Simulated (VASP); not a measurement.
# Nb (Im-3m) in VASP: notebook, part 2 of 2

VASP 6.6.1. The steps go on from the part before.

**4. Single point, PBE**

INCAR

```
SYSTEM = Nb
PREC = Accurate
ENCUT = 520
EDIFF = 1E-6
ISMEAR = 1
SIGMA = 0.3
LREAL = .FALSE.
LASPH = .TRUE.
NELM = 100
ALGO = Normal
ISIF = 2
LWAVE = .FALSE.
LCHARG = .FALSE.
GGA = PE
NBANDS = 12
```

KPOINTS

```
Automatic mesh
0
G
  13 13 13
  0 0 0
```

POSCAR

```
Nb
1.0
   -1.6547957147      1.6547957147      1.6547957147
    1.6547957147     -1.6547957147      1.6547957147
    1.6547957147      1.6547957147     -1.6547957147
Nb
1
Direct
    0.0000000000      0.0000000000      0.0000000000
```

Potentials or basis: VASP PAW PBE potentials, release 64 (Nb_sv).

The run is started by

```bash
cat potpaw_PBE.64/Nb_sv/POTCAR > POTCAR
mpirun -np 1 vasp_std > vasp.out
```

OUTCAR:

```text
SYSTEM = Nb
   PREC = Accurate
   ENCUT = 520
   EDIFF = 1E-6
   ISMEAR = 1
   LREAL = .FALSE.
   LASPH = .TRUE.
   NELM = 100
   ISIF = 2
   GGA = PE

 ion  position               nearest neighbor table
   1  0.000  0.000  0.000-

  LATTYP: Found a body centered cubic cell.
 ALAT       =     3.3095914294

  Lattice vectors:

 A1 = (  -1.6547957147,   1.6547957147,   1.6547957147)
 A2 = (   1.6547957147,  -1.6547957147,   1.6547957147)
 A3 = (   1.6547957147,   1.6547957147,  -1.6547957147)

Analysis of symmetry for initial positions (statically):
=====================================================================
 Subroutine PRICEL returns:
 Original cell was already a primitive cell.

 Routine SETGRP: Setting up the symmetry group for a
 body centered cubic supercell.

 Subroutine GETGRP returns: Found 48 space group operations
 (whereof 48 operations were pure point group operations)
 out of a pool of 48 trial point group operations.

The static configuration has the point symmetry O_h .

Analysis of symmetry for dynamics (positions and initial velocities):
[... 167 lines left out ...]
      1     -43.2751      2.00000
      2     -18.5863      2.00000
      3     -18.5863      2.00000
      4     -18.5863      2.00000
      5       5.1586      2.00000
      6      11.4652     -0.07080
      7      11.4652     -0.07080
      8      11.4652     -0.07080
      9      14.3537     -0.00000
     10      14.3537     -0.00000
     11      25.2942      0.00000
     12      25.2942      0.00000
[... 331 lines left out ...]
 k-point    24 :       0.2308    0.0769    0.0769
  band No.  band energies     occupation
      1     -43.1025      2.00000
      2     -19.5377      2.00000
      3     -18.8754      2.00000
      4     -18.6623      2.00000
      5       7.9540      2.00000
      6       9.8802      2.00000
      7      10.5749      2.03189
      8      14.1686     -0.00000
      9      14.6838     -0.00000
     10      15.8406     -0.00000
     11      25.0726      0.00000
     12      25.7478      0.00000

 [... further k-points ...]

------------------------ aborting loop because EDIFF is reached ----------------------------------------

  FORCE on cell =-STRESS in cart. coord.  units (eV):
  Direction    XX          YY          ZZ          XY          YZ          ZX
  --------------------------------------------------------------------------------------
  -------------------------------------------------------------------------------------
  Total       -0.0776339     -0.0776339     -0.0776339      0.0000000     -0.0000000      0.0000000
  in kB       -6.8622845     -6.8622845     -6.8622845      0.0000000     -0.0000000      0.0000000
  external PRESSURE =      -6.8622845 kB  Pullay stress =       0.0000000 kB

 VOLUME and BASIS-vectors are now :
 -----------------------------------------------------------------------------
  energy-cutoff  :      520.00
  volume of cell :       18.13
      direct lattice vectors                 reciprocal lattice vectors
    -1.654795715  1.654795715  1.654795715     0.000000000  0.302152100  0.302152100
     1.654795715 -1.654795715  1.654795715     0.302152100  0.000000000  0.302152100
     1.654795715  1.654795715 -1.654795715     0.302152100  0.302152100  0.000000000

 POSITION                                       TOTAL-FORCE (eV/Angst)
 -----------------------------------------------------------------------------------
      0.00000      0.00000      0.00000        -0.000000      0.000000     -0.000000
 -----------------------------------------------------------------------------------
    total drift:                               -0.000000      0.000000      0.000000

  FREE ENERGIE OF THE ION-ELECTRON SYSTEM (eV)
  ---------------------------------------------------
  free  energy   TOTEN  =       -10.2202396232 eV

  energy  without entropy=      -10.2181776851  energy(sigma->0) =      -10.21955231
```

OSZICAR:

```text
N       E                     dE             d eps       ncg     rms          rms(c)
DAV:   1     0.117566182781E+03    0.11757E+03   -0.71778E+03  2016   0.108E+03
DAV:   2    -0.571673890897E+01   -0.12328E+03   -0.11852E+03  2184   0.388E+02
DAV:   3    -0.103288797256E+02   -0.46121E+01   -0.43886E+01  2956   0.670E+01
DAV:   4    -0.106347868419E+02   -0.30591E+00   -0.30359E+00  2828   0.151E+01
DAV:   5    -0.106436232392E+02   -0.88364E-02   -0.88335E-02  2908   0.231E+00    0.705E+00
DAV:   6    -0.102582365650E+02    0.38539E+00   -0.59266E-01  3220   0.978E+00    0.246E+00
DAV:   7    -0.102149039299E+02    0.43333E-01   -0.17738E-01  3332   0.532E+00    0.938E-01
DAV:   8    -0.102201834651E+02   -0.52795E-02   -0.12128E-02  2428   0.145E+00    0.385E-02
DAV:   9    -0.102202302200E+02   -0.46755E-04   -0.94492E-04  3176   0.282E-01    0.417E-02
DAV:  10    -0.102202468909E+02   -0.16671E-04   -0.26685E-05  2336   0.668E-02    0.157E-02
DAV:  11    -0.102202399481E+02    0.69427E-05   -0.56121E-06  2672   0.407E-02    0.286E-03
DAV:  12    -0.102202396232E+02    0.32497E-06   -0.19122E-07  1404   0.586E-03
   1 F= -.10220240E+02 E0= -.10219552E+02  d E =-.206194E-02
```

Run time: 17 s. Hardware: 1 thread of AMD EPYC 9R14 (Zen 4), shared host; peak memory 0.11 GiB.

Results:

| Property | Result |
| --- | --- |
| Free energy | -10.2202 eV |
| Pressure | -0.7 GPa |

**5. Single point, PBE**

INCAR

```
PREC = Accurate ; ENCUT = 520
EDIFF = 1E-7 ; ISMEAR = 1
SIGMA = 0.6 ; LREAL = F
LASPH = T ; NELM = 100
ALGO = Normal ; ISIF = 2
LWAVE = F ; LCHARG = T
GGA = PE ; LELF = T
LVHAR = T ; NBANDS = 12
```

KPOINTS

```
regular mesh
0
Gamma
  13 13 13
```

POSCAR is that of step 4.

Potentials or basis: VASP PAW PBE potentials, release 64 (Nb_sv).

The run is started by

```bash
cat potpaw_PBE.64/Nb_sv/POTCAR > POTCAR
mpirun -np 1 vasp_std > vasp.out
```

OUTCAR:

```text
PREC = Accurate
   ENCUT = 520
   EDIFF = 1E-7
   ISMEAR = 1
   LREAL = F
   LASPH = T
   NELM = 100
   ISIF = 2
   GGA = PE

 ion  position               nearest neighbor table
   1  0.000  0.000  0.000-

  LATTYP: Found a body centered cubic cell.
 ALAT       =     3.3095914294

  Lattice vectors:

 A1 = (  -1.6547957147,   1.6547957147,   1.6547957147)
 A2 = (   1.6547957147,  -1.6547957147,   1.6547957147)
 A3 = (   1.6547957147,   1.6547957147,  -1.6547957147)

Analysis of symmetry for initial positions (statically):
=====================================================================
 Subroutine PRICEL returns:
 Original cell was already a primitive cell.

 Routine SETGRP: Setting up the symmetry group for a
 body centered cubic supercell.

 Subroutine GETGRP returns: Found 48 space group operations
 (whereof 48 operations were pure point group operations)
 out of a pool of 48 trial point group operations.

The static configuration has the point symmetry O_h .

Analysis of symmetry for dynamics (positions and initial velocities):
=====================================================================
 Subroutine PRICEL returns:
 Original cell was already a primitive cell.

 Routine SETGRP: Setting up the symmetry group for a
 body centered cubic supercell.

 Subroutine GETGRP returns: Found 48 space group operations
 (whereof 48 operations were pure point group operations)
 out of a pool of 48 trial point group operations.

The dynamic configuration has the point symmetry O_h .

 Subroutine INISYM returns: Found 48 space group operations
 (whereof 48 operations are pure point group operations),
 and found     1 'primitive' translations

----------------------------------------------------------------------------------------

                                     Primitive cell

  volume of cell :      18.1256

  direct lattice vectors                    reciprocal lattice vectors
    -1.654795715  1.654795715  1.654795715     0.000000000  0.302152100  0.302152100
     1.654795715 -1.654795715  1.654795715     0.302152100  0.000000000  0.302152100
     1.654795715  1.654795715 -1.654795715     0.302152100  0.302152100  0.000000000

  length of vectors
     2.866190254  2.866190254  2.866190254     0.427307597  0.427307597  0.427307597

  position of ions in fractional coordinates (direct lattice)
     0.000000000  0.000000000  0.000000000

  ion indices of the primitive-cell ions
   primitive index   ion index
                 1           1

----------------------------------------------------------------------------------------

 KPOINTS: regular mesh

Automatic generation of k-mesh.
 Grid dimensions read from file:
 generate k-points for:   13   13   13

 Generating k-lattice:

  Cartesian coordinates                     Fractional coordinates (reciprocal lattice)
     0.000000000  0.023242469  0.023242469     0.076923077  0.000000000  0.000000000
     0.023242469  0.000000000  0.023242469     0.000000000  0.076923077  0.000000000
     0.023242469  0.023242469  0.000000000     0.000000000  0.000000000  0.076923077

  Length of vectors
     0.032869815  0.032869815  0.032869815

  Shift w.r.t. Gamma in fractional coordinates (k-lattice)
     0.000000000  0.000000000  0.000000000

 Subroutine IBZKPT returns following result:
 ===========================================

 Found     84 irreducible k-points:

 Following reciprocal coordinates:
            Coordinates               Weight
  0.000000  0.000000  0.000000      1.000000
  0.076923  0.000000  0.000000     12.000000
  0.153846  0.000000  0.000000     12.000000
  0.230769  0.000000  0.000000     12.000000
  0.307692  0.000000  0.000000     12.000000
  0.384615  0.000000  0.000000     12.000000
[... 16 lines left out ...]
  0.153846  0.076923  0.076923     24.000000
  0.230769  0.076923  0.076923     24.000000
 [... further k-points ...]
   k-points           NKPTS =     84   k-points in BZ     NKDIM =     84   number of bands    NBANDS=     12
   number of dos      NEDOS =    301   number of ions     NIONS =      1
   total plane-waves  NPLWV =  13824
   dimension x,y,z NGX =    24 NGY =   24 NGZ =   24
   dimension x,y,z NGXF=    48 NGYF=   48 NGZF=   48
   ions per type =               1
   NGX,Y,Z   is equivalent  to a cutoff of  13.92, 13.92, 13.92 a.u.
   NGXF,Y,Z  is equivalent  to a cutoff of  27.84, 27.84, 27.84 a.u.
 SYSTEM =  unknown system
   PREC   = accura    normal or accurate (medium, high low for compatibility)
   ISTART =      0    job   : 0-new  1-cont  2-samecut
   ICHARG =      2    charge: 1-file 2-atom 10-const
   ISPIN  =      1    spin polarized calculation?
   LNONCOLLINEAR =      F non collinear calculations
   LSORBIT =      F    spin-orbit coupling
   LASPH  =      T    aspherical Exc in radial PAW
   ENCUT  =  520.0 eV  38.22 Ry    6.18 a.u.   5.33  5.33  5.33*2*pi/ulx,y,z
   NELM   =    100;   NELMIN=  2; NELMDL= -5     # of ELM steps
   EDIFF  = 0.1E-06   stopping-criterion for ELM
   LREAL  =      F    real-space projection
   EDIFFG = 0.1E-05   stopping-criterion for IOM
   NSW    =      0    number of steps for IOM
   IBRION =     -1    ionic relax: 0-MD 1-quasi-New 2-CG
   NFREE  =      0    steps in history (QN), initial steepest desc. (CG)
   ISIF   =      2    stress and relaxation
   ISYM   =      2    0-nonsym 1-usesym 2-fastsym
   POTIM  = 0.5000    time-step for ionic-motion
   TEBEG  =    0.0;   TEEND  =   0.0 temperature during run
   PSTRESS=    0.0 pullay stress
   NELECT =      13.0000    total number of electrons
   NUPDOWN=      -1.0000    fix difference up-down
   EMIN   =  10.00;   EMAX   =-10.00  energy-range for DOS
   EFERMI =   0.00;   METHOD = LEGACY
   ISMEAR =     1;   SIGMA  =   0.60  broadening in eV -4-tet -1-fermi 0-gaus
   EFERMI_NEDOS =   21; number of points for ismear=-14 and -15
   IALGO  =     38    algorithm
   IMIX   =      4    mixing-type and parameters
     AMIX     =   0.40;   BMIX     =  1.00
     AMIX_MAG =   1.60;   BMIX_MAG =  1.00
  volume/ion in A,a.u.               =      18.13       122.32
  Fermi-wavevector in a.u.,A,eV,Ry     =   1.465407  2.769217 29.217387  2.147417
  Thomas-Fermi vector in A             =   2.581267
   LORBIT       =      0    0 simple, 1 ext, 2 COOP (PROOUT), +10 PAW based schemes
   GGA     = PE    functional components
   LHFCALC =     F    Hartree Fock is set to
   AEXX    =    0.0000 exact exchange contribution
   IVDW    =     0    specifies the selected vdW correction
   LEPSILON=     F    determine dielectric tensor
   LRPA    =     F    only Hartree local field effects (RPA)
 non-spin polarized calculation
 Methfessel and Paxton  Order N= 1 SIGMA  =   0.60
  energy-cutoff  :      520.00
  volume of cell :       18.13
 maximum number of plane-waves:       496
 NGX is ok and might be reduce to    24
   NGX = 11   NGY = 11   NGZ = 11

 number of electron      13.0000000 magnetization

 Free energy of the ion-electron system (eV)
  ---------------------------------------------------
  ext. energy  EPLUGINS =         0.00000000
  ---------------------------------------------------
  free energy    TOTEN  =       -10.22735536 eV

  energy without entropy =      -10.20553293  energy(sigma->0) =      -10.22008122

 E-fermi :  11.1263     XC(G=0): -12.4667

 val. band max:       11.1194683031   @ k =   0.0769   0.0769   0.0000
 cond. band min:      11.1275316582   @ k =  -0.1538   0.1538   0.0769
 fundamental gap:      0.0080633551
 Fermi energy:        11.1263041146

 k-point     1 :       0.0000    0.0000    0.0000
  band No.  band energies     occupation
      1     -43.2781      2.00000
      2     -18.5891      2.00000
      3     -18.5891      2.00000
      4     -18.5891      2.00000
      5       5.1577      2.00000
      6      11.4635      0.19559
      7      11.4635      0.19559
      8      11.4635      0.19559
      9      14.3520     -0.00000
     10      14.3520     -0.00000
     11      25.2939      0.00000
     12      25.2939      0.00000
[... 331 lines left out ...]
 k-point    24 :       0.2308    0.0769    0.0769
  band No.  band energies     occupation
      1     -43.1056      2.00000
      2     -19.5403      2.00000
      3     -18.8782      2.00000
      4     -18.6650      2.00000
      5       7.9530      2.00000
      6       9.8787      2.01227
      7      10.5737      2.02975
      8      14.1669     -0.00000
      9      14.6821     -0.00000
     10      15.8388     -0.00000
     11      25.0719      0.00000
     12      25.7466      0.00000

 [... further k-points ...]

------------------------ aborting loop because EDIFF is reached ----------------------------------------

  FORCE on cell =-STRESS in cart. coord.  units (eV):
  Direction    XX          YY          ZZ          XY          YZ          ZX
  --------------------------------------------------------------------------------------
  -------------------------------------------------------------------------------------
  Total       -0.0357760     -0.0357760     -0.0357760     -0.0000000      0.0000000     -0.0000000
  in kB       -3.1623490     -3.1623490     -3.1623490     -0.0000000      0.0000000     -0.0000000
  external PRESSURE =      -3.1623490 kB  Pullay stress =       0.0000000 kB

 VOLUME and BASIS-vectors are now :
 -----------------------------------------------------------------------------
  energy-cutoff  :      520.00
  volume of cell :       18.13
      direct lattice vectors                 reciprocal lattice vectors
    -1.654795715  1.654795715  1.654795715     0.000000000  0.302152100  0.302152100
     1.654795715 -1.654795715  1.654795715     0.302152100  0.000000000  0.302152100
     1.654795715  1.654795715 -1.654795715     0.302152100  0.302152100  0.000000000

 POSITION                                       TOTAL-FORCE (eV/Angst)
 -----------------------------------------------------------------------------------
      0.00000      0.00000      0.00000        -0.000000      0.000000     -0.000000
 -----------------------------------------------------------------------------------
    total drift:                                0.000000     -0.000000      0.000000

  FREE ENERGIE OF THE ION-ELECTRON SYSTEM (eV)
  ---------------------------------------------------
  free  energy   TOTEN  =       -10.2273553588 eV

  energy  without entropy=      -10.2055329324  energy(sigma->0) =      -10.22008122
```

Run time: 20 s. Hardware: 1 thread of AMD EPYC 9R14 (Zen 4), shared host; peak memory 0.12 GiB.

What came out:

```
Free energy : -10.2274 eV
Pressure    : -0.3 GPa
```

Levels at points of the mesh, in eV from the Fermi level:
```
           k point  band 2  band 3  band 4  band 5  band 6  band 7  band 8  band 9  band 10  band 11
(0.00, 0.00, 0.00)  -29.72  -29.72  -29.72   -5.97    0.34    0.34    0.34    3.23     3.23    14.17
```

**6. The runs side by side**

| smearing | gap on the mesh (eV) | pressure (GPa) |
| --- | --- | --- |
| methfessel-paxton 0.1 eV | none | -0.9 |
| methfessel-paxton 0.2 eV | none | -0.8 |
| methfessel-paxton 0.3 eV | none | -0.7 |
| methfessel-paxton 0.6 eV | none | -0.3 |

Alike in all rows: task single point; level PBE; potentials or basis VASP PAW PBE potentials, release 64 (Nb_sv); no spin polarisation; cell as given; k mesh 13 × 13 × 13; cutoff (eV) 520.

Every run on the cell as given and a fine mesh finds a metal.

Absolute energies hang on the potentials; compare differences alone.
